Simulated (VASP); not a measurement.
Write the native input for VASP 6.6.1 that does the following.

| Quantity | Value |
| --- | --- |
| Task | relaxation of cell and atoms |
| Functional | PBE |
| Dispersion | D4 |
| Potentials or basis | VASP PAW PBE potentials, release 64 (Mo_sv) |
| Cutoff | 600 eV |
| k mesh | 13 × 13 × 13 |
| Occupations | fermi-dirac, width 0.15 eV |
| Spin | no spin polarisation |
| Dipole correction | no |
| Further INCAR settings | ALGO = Normal; EDIFF = 1e-06; IBRION = 2; EDIFFG = -0.01; NSW = 80; ISIF = 3 |

The structure of Mo lies in POSCAR:

```
Mo
1.0
   -1.5734150000      1.5734150000      1.5734150000
    1.5734150000     -1.5734150000      1.5734150000
    1.5734150000      1.5734150000     -1.5734150000
Mo
1
Direct
    0.0000000000      0.0000000000      0.0000000000
```

One way to write it, as run:

INCAR

```
SYSTEM = Mo
  ALGO = Normal
  EDIFF = 1E-6
  EDIFFG = -0.01
  ENCUT = 600
  GGA = PE
  IBRION = 2
  ISIF = 3
  ISMEAR = -1
  IVDW = 13
  LASPH = .True.
  LCHARG = .False.
  LREAL = .False.
  LWAVE = .False.
  NELM = 80
  NSW = 80
  PREC = Accurate
  SIGMA = 0.15
```

KPOINTS

```
k-points
0
Gamma
  13 13 13
  0 0 0
```

Potentials or basis: VASP PAW PBE potentials, release 64 (Mo_sv).

Launch:

```sh
$ cat potpaw_PBE.64/Mo_sv/POTCAR > POTCAR
$ mpirun -np 1 vasp_std > vasp.out
```

Results of the run:

```
Relaxed volume                         : 15.47 Å³/atom
Relaxed cell                           : a = 2.718 Å, b = 2.718 Å, c = 2.718 Å, α = 109.47°, β = 109.47°, γ = 109.47°
Space group after relaxing (to 0.05 Å) : Im-3m (No. 229)
Energy gained by relaxing              : 0.7 meV/atom
Ionic steps                            : 3
Pressure after relaxing                : 0.0 GPa
Band gap on the k mesh                 : zero (band 7 reaches 16.43 eV, above the bottom of band 8 at 11.38 eV)
Dispersion energy per atom             : -0.615 eV
```

Caveat: pairwise dispersion overbinds metals, which lowers pressure and volume.

Run time: 18 s on 1 thread of Intel Xeon 6975P-C (shared host), peak memory 0.16 GiB.
